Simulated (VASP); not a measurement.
# GaP (zincblende type) (F-43m) in VASP: further runs

The runs below take GaP (zincblende type) through single point, with PBEsol.

Program: VASP 6.6.1. These are calculated values, not measurements. Logs are shortened: lines on timing, memory, paths and dates and some standing lists are left out, and cuts for length are marked.

## Step 1: The cell of the first run

It takes space group F-43m (No. 216, cubic). The conventional cell has a = 4.456 Å, b = 4.456 Å, c = 4.456 Å, α = 90.00°, β = 90.00°, γ = 90.00°. Ga (site symmetry -43m) has 4 P at 1.93 Å within 2.6 Å. P (site symmetry -43m) has 4 Ga at 1.93 Å within 2.6 Å.

## Step 2: Single point, PBEsol (11.06 Å³/atom)

The input, INCAR:

```
PREC = Accurate
ENCUT = 520
EDIFF = 1E-6
ISMEAR = -1
SIGMA = 0.05
LREAL = False
LASPH = True
NELM = 100
ALGO = Normal
ISIF = 2
LWAVE = False
LCHARG = True
GGA = PS
LELF = True
LVHAR = True
NBANDS = 16
```

The input, KPOINTS:

```
regular mesh
0
Gamma
  12 12 12
```

The input, POSCAR:

```
GaP
1.0
    0.0000000000      2.2279014352      2.2279014352
    2.2279014352      0.0000000000      2.2279014352
    2.2279014352      2.2279014352      0.0000000000
Ga P
1 1
Direct
    0.0000000000      0.0000000000      0.0000000000
    0.2500000000      0.2500000000      0.2500000000
```

Potentials or basis: VASP PAW PBE potentials, release 64 (Ga_d, P).

On the command line:

```bash
cat potpaw_PBE.64/Ga_d/POTCAR potpaw_PBE.64/P/POTCAR > POTCAR
mpirun -np 1 vasp_std > vasp.out
```

OUTCAR:

```text
PREC = Accurate
   ENCUT = 520
   EDIFF = 1E-6
   ISMEAR = -1
   LREAL = False
   LASPH = True
   NELM = 100
   ISIF = 2
   GGA = PS

 ion  position               nearest neighbor table
   1  0.000  0.000  0.000-   2 1.93   2 1.93   2 1.93   2 1.93
   2  0.250  0.250  0.250-   1 1.93   1 1.93   1 1.93   1 1.93

  LATTYP: Found a face centered cubic cell.
 ALAT       =     4.4558028704

  Lattice vectors:

 A1 = (   0.0000000000,   2.2279014352,   2.2279014352)
 A2 = (   2.2279014352,   0.0000000000,   2.2279014352)
 A3 = (   2.2279014352,   2.2279014352,   0.0000000000)

Analysis of symmetry for initial positions (statically):
=====================================================================
 Subroutine PRICEL returns:
 Original cell was already a primitive cell.

 Routine SETGRP: Setting up the symmetry group for a
 face centered cubic supercell.

 Subroutine GETGRP returns: Found 24 space group operations
 (whereof 24 operations were pure point group operations)
 out of a pool of 48 trial point group operations.

The static configuration has the point symmetry T_d .

Analysis of symmetry for dynamics (positions and initial velocities):
=====================================================================
 Subroutine PRICEL returns:
 Original cell was already a primitive cell.

 Routine SETGRP: Setting up the symmetry group for a
 face centered cubic supercell.

 Subroutine GETGRP returns: Found 24 space group operations
 (whereof 24 operations were pure point group operations)
 out of a pool of 48 trial point group operations.

The dynamic configuration has the point symmetry T_d .

 Subroutine INISYM returns: Found 24 space group operations
 (whereof 24 operations are pure point group operations),
 and found     1 'primitive' translations

----------------------------------------------------------------------------------------

                                     Primitive cell

  volume of cell :      22.1166

  direct lattice vectors                    reciprocal lattice vectors
     0.000000000  2.227901435  2.227901435    -0.224426445  0.224426445  0.224426445
     2.227901435  0.000000000  2.227901435     0.224426445 -0.224426445  0.224426445
     2.227901435  2.227901435  0.000000000     0.224426445  0.224426445 -0.224426445

  length of vectors
     3.150728425  3.150728425  3.150728425     0.388718006  0.388718006  0.388718006

  position of ions in fractional coordinates (direct lattice)
     0.000000000  0.000000000  0.000000000
     0.250000000  0.250000000  0.250000000

  ion indices of the primitive-cell ions
   primitive index   ion index
                 1           1
                 2           2

----------------------------------------------------------------------------------------

 KPOINTS: regular mesh

Automatic generation of k-mesh.
 Grid dimensions read from file:
 generate k-points for:   12   12   12

 Generating k-lattice:

  Cartesian coordinates                     Fractional coordinates (reciprocal lattice)
    -0.018702204  0.018702204  0.018702204     0.083333333  0.000000000  0.000000000
     0.018702204 -0.018702204  0.018702204     0.000000000  0.083333333  0.000000000
     0.018702204  0.018702204 -0.018702204     0.000000000  0.000000000  0.083333333

  Length of vectors
     0.032393167  0.032393167  0.032393167

  Shift w.r.t. Gamma in fractional coordinates (k-lattice)
     0.000000000  0.000000000  0.000000000

 Subroutine IBZKPT returns following result:
 ===========================================

 Found     72 irreducible k-points:

 Following reciprocal coordinates:
            Coordinates               Weight
  0.000000  0.000000  0.000000      1.000000
  0.083333  0.000000  0.000000      8.000000
  0.166667  0.000000  0.000000      8.000000
  0.250000  0.000000  0.000000      8.000000
  0.333333  0.000000  0.000000      8.000000
  0.416667  0.000000  0.000000      8.000000
[... 16 lines left out ...]
  0.500000  0.166667  0.000000     24.000000
 -0.416667  0.166667  0.000000     24.000000
 [... further k-points ...]
   k-points           NKPTS =     72   k-points in BZ     NKDIM =     72   number of bands    NBANDS=     16
   number of dos      NEDOS =    301   number of ions     NIONS =      2
   total plane-waves  NPLWV =  13824
   dimension x,y,z NGX =    24 NGY =   24 NGZ =   24
   dimension x,y,z NGXF=    48 NGYF=   48 NGZF=   48
   ions per type =               1   1
   NGX,Y,Z   is equivalent  to a cutoff of  12.66, 12.66, 12.66 a.u.
   NGXF,Y,Z  is equivalent  to a cutoff of  25.33, 25.33, 25.33 a.u.
 SYSTEM =  unknown system
   PREC   = accura    normal or accurate (medium, high low for compatibility)
   ISTART =      0    job   : 0-new  1-cont  2-samecut
   ICHARG =      2    charge: 1-file 2-atom 10-const
   ISPIN  =      1    spin polarized calculation?
   LNONCOLLINEAR =      F non collinear calculations
   LSORBIT =      F    spin-orbit coupling
   LASPH  =      T    aspherical Exc in radial PAW
   ENCUT  =  520.0 eV  38.22 Ry    6.18 a.u.   5.86  5.86  5.86*2*pi/ulx,y,z
   NELM   =    100;   NELMIN=  2; NELMDL= -5     # of ELM steps
   EDIFF  = 0.1E-05   stopping-criterion for ELM
   LREAL  =      F    real-space projection
   EDIFFG = 0.1E-04   stopping-criterion for IOM
   NSW    =      0    number of steps for IOM
   IBRION =     -1    ionic relax: 0-MD 1-quasi-New 2-CG
   NFREE  =      0    steps in history (QN), initial steepest desc. (CG)
   ISIF   =      2    stress and relaxation
   ISYM   =      2    0-nonsym 1-usesym 2-fastsym
   POTIM  = 0.5000    time-step for ionic-motion
   TEBEG  =    0.0;   TEEND  =   0.0 temperature during run
   PSTRESS=    0.0 pullay stress
   NELECT =      18.0000    total number of electrons
   NUPDOWN=      -1.0000    fix difference up-down
   EMIN   =  10.00;   EMAX   =-10.00  energy-range for DOS
   EFERMI =   0.00;   METHOD = LEGACY
   ISMEAR =    -1;   SIGMA  =   0.05  broadening in eV -4-tet -1-fermi 0-gaus
   EFERMI_NEDOS =   21; number of points for ismear=-14 and -15
   IALGO  =     38    algorithm
   IMIX   =      4    mixing-type and parameters
     AMIX     =   0.40;   BMIX     =  1.00
     AMIX_MAG =   1.60;   BMIX_MAG =  1.00
  volume/ion in A,a.u.               =      11.06        74.63
  Fermi-wavevector in a.u.,A,eV,Ry     =   1.528480  2.888408 31.786616  2.336250
  Thomas-Fermi vector in A             =   2.636233
   LORBIT       =      0    0 simple, 1 ext, 2 COOP (PROOUT), +10 PAW based schemes
   GGA     = PS    functional components
   LHFCALC =     F    Hartree Fock is set to
   AEXX    =    0.0000 exact exchange contribution
   IVDW    =     0    specifies the selected vdW correction
   LEPSILON=     F    determine dielectric tensor
   LRPA    =     F    only Hartree local field effects (RPA)
 non-spin polarized calculation
  energy-cutoff  :      520.00
  volume of cell :       22.12
 maximum number of plane-waves:       609
   NGX = 11   NGY = 11   NGZ = 11

 number of electron      18.0000014 magnetization

 Free energy of the ion-electron system (eV)
  ---------------------------------------------------
  ext. energy  EPLUGINS =         0.00000000
  ---------------------------------------------------
  free energy    TOTEN  =        -3.89802849 eV

  energy without entropy =       -3.89623238  energy(sigma->0) =       -3.89713044

 E-fermi :  13.0617     XC(G=0): -13.0587

 val. band max:       12.9806821282   @ k =   0.0833   0.0000   0.0000
 cond. band min:      13.1010768355   @ k =  -0.0833   0.0833   0.0000
 fundamental gap:      0.1203947073
 Fermi energy:        13.0617344764

 k-point     1 :       0.0000    0.0000    0.0000
  band No.  band energies     occupation
      1      -5.7806      2.00000
      2      -4.3494      2.00000
      3      -4.3494      2.00000
      4      -4.3494      2.00000
      5      -3.8892      2.00000
      6      -3.8892      2.00000
[... 8 lines left out ...]
     15      23.5350      0.00000
     16      24.9453      0.00000

 k-point     2 :       0.0833    0.0000    0.0000
  band No.  band energies     occupation
      1      -5.6579      2.00000
      2      -4.3377      2.00000
      3      -4.3377      2.00000
      4      -4.3271      2.00000
      5      -3.8905      2.00000
      6      -3.8905      2.00000
[... 8 lines left out ...]
     15      22.8610      0.00000
     16      25.2807      0.00000

 k-point     3 :       0.1667    0.0000    0.0000
  band No.  band energies     occupation
      1      -5.3428      2.00000
      2      -4.3081      2.00000
      3      -4.3081      2.00000
      4      -4.2059      2.00000
      5      -3.8913      2.00000
      6      -3.8913      2.00000
[... 8 lines left out ...]
     15      22.0747      0.00000
     16      25.3135      0.00000

 k-point     4 :       0.2500    0.0000    0.0000
  band No.  band energies     occupation
      1      -5.0458      2.00000
      2      -4.2740      2.00000
      3      -4.2740      2.00000
      4      -3.8849      2.00000
      5      -3.8849      2.00000
      6      -3.7742      2.00000
[... 8 lines left out ...]
     15      22.2920      0.00000
     16      25.6697      0.00000
[... 324 lines left out ...]
 k-point    22 :       0.4167    0.1667    0.0000
  band No.  band energies     occupation
      1      -4.8510      2.00000
      2      -4.2227      2.00000
      3      -4.1742      2.00000
      4      -3.9910      2.00000
      5      -3.8198      2.00000
      6      -2.0180      2.00000
[... 8 lines left out ...]
     15      26.3840      0.00000
     16      29.5702      0.00000

 k-point    23 :       0.5000    0.1667    0.0000
  band No.  band energies     occupation
      1      -4.8434      2.00000
      2      -4.2248      2.00000
      3      -4.1679      2.00000
      4      -3.9463      2.00000
      5      -3.8276      2.00000
      6      -0.7915      2.00000
[... 8 lines left out ...]
     15      26.5906      0.00000
     16      30.0780      0.00000

 k-point    24 :      -0.4167    0.1667    0.0000
  band No.  band energies     occupation
      1      -4.8412      2.00000
      2      -4.2287      2.00000
      3      -4.1713      2.00000
      4      -3.9118      2.00000
      5      -3.8544      2.00000
      6      -0.4651      2.00000
[... 8 lines left out ...]
     15      25.2275      0.00000
     16      28.7513      0.00000

 [... further k-points ...]

------------------------ aborting loop because EDIFF is reached ----------------------------------------

  FORCE on cell =-STRESS in cart. coord.  units (eV):
  Direction    XX          YY          ZZ          XY          YZ          ZX
  --------------------------------------------------------------------------------------
  -------------------------------------------------------------------------------------
  Total       24.6052517     24.6052517     24.6052517      0.0000000      0.0000000      0.0000000
  in kB     1782.4628149   1782.4628149   1782.4628149      0.0000000      0.0000000      0.0000000
  external PRESSURE =    1782.4628149 kB  Pullay stress =       0.0000000 kB

 VOLUME and BASIS-vectors are now :
 -----------------------------------------------------------------------------
  energy-cutoff  :      520.00
  volume of cell :       22.12
      direct lattice vectors                 reciprocal lattice vectors
     0.000000000  2.227901435  2.227901435    -0.224426445  0.224426445  0.224426445
     2.227901435  0.000000000  2.227901435     0.224426445 -0.224426445  0.224426445
     2.227901435  2.227901435  0.000000000     0.224426445  0.224426445 -0.224426445

 POSITION                                       TOTAL-FORCE (eV/Angst)
 -----------------------------------------------------------------------------------
      0.00000      0.00000      0.00000         0.000000      0.000000      0.000000
      1.11395      1.11395      1.11395        -0.000000     -0.000000     -0.000000
 -----------------------------------------------------------------------------------
    total drift:                                0.000003      0.000003      0.000002

  FREE ENERGIE OF THE ION-ELECTRON SYSTEM (eV)
  ---------------------------------------------------
  free  energy   TOTEN  =        -3.8980284905 eV

  energy  without entropy=       -3.8962323821  energy(sigma->0) =       -3.89713044
```

Run time: 16 s. Hardware: 1 thread of Intel Xeon Platinum 8488C (Sapphire Rapids), shared host; peak memory 0.15 GiB.

Results:

* Free energy: -3.8980 eV
* Pressure: 178.2 GPa
* Band gap on the k mesh: zero (bands 9 and 10 overlap by 0.41 eV)

Levels at points of the mesh, in eV from the Fermi level:
```csv
k point,band 7,band 8,band 9,band 10,band 11,band 12
"(0.00, 0.00, 0.00)",0.26,0.26,0.26,3.04,3.04,3.04
"(0.50, 0.00, 0.00)",-11.74,-2.19,-2.19,3.41,3.81,3.81
"(0.50, 0.50, 0.00)",-10.63,-5.54,-5.54,-0.15,0.12,13.37
```

Caveat: the cell stands under pressure; semilocal functionals underestimate gaps, so a narrow gap can read as zero; the PAW data sets were made with another functional, which shifts forces and pressure a little.

## Step 3: Single point, PBEsol (12.87 Å³/atom)

This run uses another cell than the first one, of 12.87 Å³/atom.

The input, INCAR:

```
PREC = Accurate ; ENCUT = 520
EDIFF = 1E-6 ; ISMEAR = -1
SIGMA = 0.05 ; LREAL = False
LASPH = True ; NELM = 60
ALGO = Normal ; ISIF = 2
LWAVE = False ; LCHARG = True
GGA = PS ; LELF = True
LVHAR = True ; NBANDS = 16
```

KPOINTS is that of step 2.

The input, POSCAR:

```
GaP
1.0
    0.0000000000      2.3433387172      2.3433387172
    2.3433387172      0.0000000000      2.3433387172
    2.3433387172      2.3433387172      0.0000000000
Ga P
1 1
Direct
    0.0000000000      0.0000000000      0.0000000000
    0.2500000000      0.2500000000      0.2500000000
```

Potentials or basis: VASP PAW PBE potentials, release 64 (Ga_d, P).

On the command line:

```bash
cat potpaw_PBE.64/Ga_d/POTCAR potpaw_PBE.64/P/POTCAR > POTCAR
mpirun -np 1 vasp_std > vasp.out
```

OUTCAR:

```text
PREC = Accurate
   ENCUT = 520
   EDIFF = 1E-6
   ISMEAR = -1
   LREAL = False
   LASPH = True
   NELM = 60
   ISIF = 2
   GGA = PS

 ion  position               nearest neighbor table
   1  0.000  0.000  0.000-   2 2.03   2 2.03   2 2.03   2 2.03
   2  0.250  0.250  0.250-   1 2.03   1 2.03   1 2.03   1 2.03

  LATTYP: Found a face centered cubic cell.
 ALAT       =     4.6866774344

  Lattice vectors:

 A1 = (   0.0000000000,   2.3433387172,   2.3433387172)
 A2 = (   2.3433387172,   0.0000000000,   2.3433387172)
 A3 = (   2.3433387172,   2.3433387172,   0.0000000000)

Analysis of symmetry for initial positions (statically):
=====================================================================
 Subroutine PRICEL returns:
 Original cell was already a primitive cell.

 Routine SETGRP: Setting up the symmetry group for a
 face centered cubic supercell.

 Subroutine GETGRP returns: Found 24 space group operations
 (whereof 24 operations were pure point group operations)
 out of a pool of 48 trial point group operations.

The static configuration has the point symmetry T_d .

[... 158 lines left out ...]
  energy without entropy =       -6.92705399  energy(sigma->0) =       -6.92717846

 E-fermi :  10.6464     XC(G=0): -12.2351

 val. band max:       10.5705946667   @ k =   0.0000   0.0000   0.0000
 cond. band min:      10.7639315158   @ k =   0.5000   0.5000   0.0000
 fundamental gap:      0.1933368491
 Fermi energy:        10.6464473856

 k-point     1 :       0.0000    0.0000    0.0000
  band No.  band energies     occupation
      1      -6.4644      2.00000
      2      -5.8409      2.00000
      3      -5.8409      2.00000
      4      -5.8409      2.00000
      5      -5.5063      2.00000
      6      -5.5063      2.00000
[... 433 lines left out ...]
      3      -5.7141      2.00000
      4      -5.5162      2.00000
      5      -5.4833      2.00000
      6      -2.0603      2.00000
[... 8 lines left out ...]
     15      22.1711      0.00000
     16      24.9424      0.00000

 [... further k-points ...]

------------------------ aborting loop because EDIFF is reached ----------------------------------------

  FORCE on cell =-STRESS in cart. coord.  units (eV):
  Direction    XX          YY          ZZ          XY          YZ          ZX
  --------------------------------------------------------------------------------------
  -------------------------------------------------------------------------------------
  Total       15.6950704     15.6950704     15.6950704     -0.0000000      0.0000000     -0.0000000
  in kB      977.0991845    977.0991845    977.0991845     -0.0000000      0.0000000     -0.0000000
  external PRESSURE =     977.0991845 kB  Pullay stress =       0.0000000 kB

 VOLUME and BASIS-vectors are now :
 -----------------------------------------------------------------------------
  energy-cutoff  :      520.00
  volume of cell :       25.74
      direct lattice vectors                 reciprocal lattice vectors
     0.000000000  2.343338717  2.343338717    -0.213370776  0.213370776  0.213370776
     2.343338717  0.000000000  2.343338717     0.213370776 -0.213370776  0.213370776
     2.343338717  2.343338717  0.000000000     0.213370776  0.213370776 -0.213370776

 POSITION                                       TOTAL-FORCE (eV/Angst)
 -----------------------------------------------------------------------------------
      0.00000      0.00000      0.00000         0.000000      0.000000      0.000000
      1.17167      1.17167      1.17167        -0.000000     -0.000000     -0.000000
 -----------------------------------------------------------------------------------
    total drift:                                0.000002      0.000002      0.000001

  FREE ENERGIE OF THE ION-ELECTRON SYSTEM (eV)
  ---------------------------------------------------
  free  energy   TOTEN  =        -6.9273029257 eV

  energy  without entropy=       -6.9270539917  energy(sigma->0) =       -6.92717846
```

stdout:

```text
POSCAR found type information on POSCAR GaP
 POSCAR found :  2 types and       2 ions
 scaLAPACK will be used
 -----------------------------------------------------------------------------
|                                                                             |
|                                                                             |
|     You enforced a specific xc type in the INCAR file but a different       |
|     I HOPE YOU KNOW WHAT YOU ARE DOING!                                     |
|                                                                             |
 -----------------------------------------------------------------------------

 LDA part: xc-table for (Slater+PW92), standard interpolation
 POSCAR, INCAR and KPOINTS ok, starting setup
 FFT: planning ... GRIDC
 FFT: planning ... GRID_SOFT
 FFT: planning ... GRID
 WAVECAR not read
 entering main loop
```

It took 27 s on 1 thread of Intel Xeon Platinum 8488C (Sapphire Rapids), shared host; peak memory 0.17 GiB.

Results:

* Free energy: -6.9273 eV
* Pressure: 97.7 GPa
* Band gap on the k mesh: 0.19 eV (least direct gap 3.24 eV)

Levels at points of the mesh, in eV from the valence-band top:
| k point | band 7 | band 8 | band 9 | band 10 | band 11 | band 12 |
| --- | --- | --- | --- | --- | --- | --- |
| (0.00, 0.00, 0.00) | 0.00 | 0.00 | 0.00 | 3.24 | 3.24 | 3.24 |
| (0.50, 0.00, 0.00) | -10.29 | -2.03 | -2.03 | 2.86 | 4.03 | 4.03 |
| (0.50, 0.50, 0.00) | -9.63 | -4.82 | -4.82 | 0.19 | 0.58 | 13.10 |

Caveat: the cell stands under pressure; the PAW data sets were made with another functional, which shifts forces and pressure a little.
